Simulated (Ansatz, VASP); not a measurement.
# In5GaAs6 in VASP and in Ansatz

```xyz
12
Lattice="4.3245 0.0000 0.0000 -2.1623 3.7452 0.0000 0.0000 0.0000 21.2130" Properties=species:S:1:pos:R:3 pbc="T T T"
In    0.0000    0.0000    0.0021
In    0.0000    2.4968   17.6200
In    2.1623    1.2484   14.0254
In    0.0000    2.4968    7.1930
In    2.1623    1.2484    3.5969
Ga    0.0000    0.0000   10.6162
As    0.0000    2.4968   20.2932
As    2.1623    1.2484   16.6988
As    0.0000    0.0000   13.1081
As    0.0000    2.4968    9.8769
As    2.1623    1.2484    6.2689
As    0.0000    0.0000    2.6750
```

Alike in both runs: functional PBE; k mesh 12 × 12 × 2; occupations gaussian, width 0.1 eV; no spin polarisation.

Ansatz relaxed the structure, and its values are those at the end. VASP's run is a single point on that final structure, the one shown.

```csv
,VASP,Ansatz
version,VASP 6.6.1,Ansatz 0.2.0
potentials or method,"VASP PAW PBE potentials, release 64 (In_d, Ga_d, As), cutoff 520 eV","scalar-relativistic, plane waves, PAW"
valence electrons in the cell,108,168
```

Ansatz gave:

```
gap on the k mesh at the Fermi level (eV) : none
pressure (GPa)                            : 0.0
```

Which values does VASP return?

gap on the k mesh at the Fermi level (eV): none; pressure (GPa): 0.1.

A gap of «none» marks a metal or a gap that the smearing closes. VASP's potentials hold 108 valence electrons a cell and Ansatz's 168, so a difference there can come from the potentials and not from the codes.
